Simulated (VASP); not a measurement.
Runs of VASP 6.6.1 on Au. The structure is that of space group Im-3m (No. 229), or close to it. The cells are those of the table. 

| cell | gap on the mesh (eV) | pressure (GPa) |
| --- | --- | --- |
| a = 2.916 Å, angles 109.5°, 1 atom | none | -13.9 |
| a = 2.880 Å, angles 109.5°, 1 atom | none | (b) |
| a = 2.844 Å, angles 109.5°, 1 atom | none | (a) |
| a = 2.807 Å, angles 109.5°, 1 atom | none | 0.2 |
| a = 2.770 Å, angles 109.5°, 1 atom | none | 8.1 |

Alike in all rows: task single point; level PBEsol; potentials or basis VASP PAW PBE potentials, release 64 (Au); no spin polarisation; k mesh 15 × 15 × 15; cutoff (eV) 520; smearing fermi-dirac 0.1 eV.

Fill in the values left out.

(a) -5.9; (b) -10.4.

Caveats: the PAW data sets were made with another functional, which shifts forces and pressure a little; spin-orbit coupling is left out, which moves the levels of the heavy elements.

A k mesh can miss the band edges, and the runs leave out spin-orbit coupling on Au.

A gap of «none» marks levels without a gap at the run's occupations.
